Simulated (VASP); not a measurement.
## Zn4HSe4 (a cell with a defect): single point with LDA

Zn4HSe4 (a cell with a defect):

```
Zn Se H
1.0
    -3.98200   -3.98200    0.00000
    -3.98200    3.98200    0.00000
     3.98200    0.00000   -5.25853
Zn Se H
4 4 1
Cartesian
  -3.9820 0.0000 -5.2585
  0.0000 0.0000 -5.2585
  -1.9910 -1.9910 -5.2585
  -1.9910 1.9910 -5.2585
  0.0000 1.9910 -3.7879
  0.0000 -1.9910 -3.7879
  -5.9730 0.0000 -1.4706
  -1.9910 0.0000 -1.4706
  -2.6855 -1.9910 -3.0265
```

- Program: VASP 6.6.1
- Task: single point
- Functional: LDA
- Potentials or basis: VASP PAW LDA potentials, release 64 (Zn, Se, H)
- Cutoff: 520 eV
- k mesh: 6 × 6 × 6
- Occupations: gaussian, width 0.05 eV
- Spin: no spin polarisation

* Largest force: 1.309 eV/Å

Forces on the atoms (eV/Å):
```
Zn   0.075  0.321 -0.178
Zn   0.075 -0.321 -0.178
Zn   0.428  0.000 -0.618
Zn  -1.062  0.000 -0.766
Se  -0.307  0.000  0.569
Se   0.168  0.000  0.224
Se   0.168  0.146  0.232
Se   0.168 -0.146  0.232
H    0.287  0.000  0.483
```

Levels at points of the mesh, in eV from the Fermi level:
```
           k point  band 34  band 35  band 36  band 37  band 38  band 39
(0.00, 0.00, 0.00)    -0.75    -0.39    -0.23     0.73     1.47     2.37
(0.50, 0.00, 0.00)    -1.75    -1.45    -1.12     1.92     3.68     3.81
(0.00, 0.50, 0.50)    -1.75    -1.70    -1.18     2.11     3.76     3.80
(0.50, 0.50, 0.00)    -1.19    -1.04    -0.95     0.97     2.03     2.83
(0.50, 0.50, 0.50)    -1.14    -1.04    -0.87     0.93     2.09     3.38
(0.00, 0.00, 0.50)    -2.13    -1.34    -1.15     0.93     1.83     2.31
```

Run time: 8.8 min on 1 thread of Intel(R) Xeon(R) Platinum 8259CL CPU @ 2.50GHz (Skylake/Cascade Lake), with other jobs on the host, peak memory 0.52 GiB.

Caveat: the cell carries a net charge on a neutralising background, which shifts energy and pressure; the cell is charged against a uniform background, so pressure and absolute levels hang on convention.
